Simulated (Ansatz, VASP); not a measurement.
**GaN in VASP and in Ansatz**

```xyz
2
Lattice="0.0000 2.1085 2.1783 2.1085 0.0000 2.1783 2.1085 2.1085 0.0000" Properties=species:S:1:pos:R:3 pbc="T T T"
Ga    0.0000    0.0000    0.0000
N     2.1085    2.1085    2.1783
```

Change from the starting cell: uniaxial_z strain +3.3%.

Alike in both runs: task single point; functional PBE; k mesh 10 × 10 × 10; occupations fermi-dirac, width 0.02 eV; no spin polarisation.

```csv
,VASP,Ansatz
version,VASP 6.6.1,Ansatz 0.2.0
potentials or method,"VASP PAW PBE potentials, release 64 (Ga_d, N)","plane waves, PAW"
plane-wave cutoff (eV),520,420
valence electrons in the cell,18,18
```

VASP gave:

| Quantity | Value |
| --- | --- |
| pressure (GPa) | 1.9 |
| traceless stress, the component that is largest in VASP (GPa) | -3.52 |

Problem. What did Ansatz give for the same quantities?

Solution. Pressure (GPa): 1.1; traceless stress, the component that is largest in VASP (GPa): -3.45.
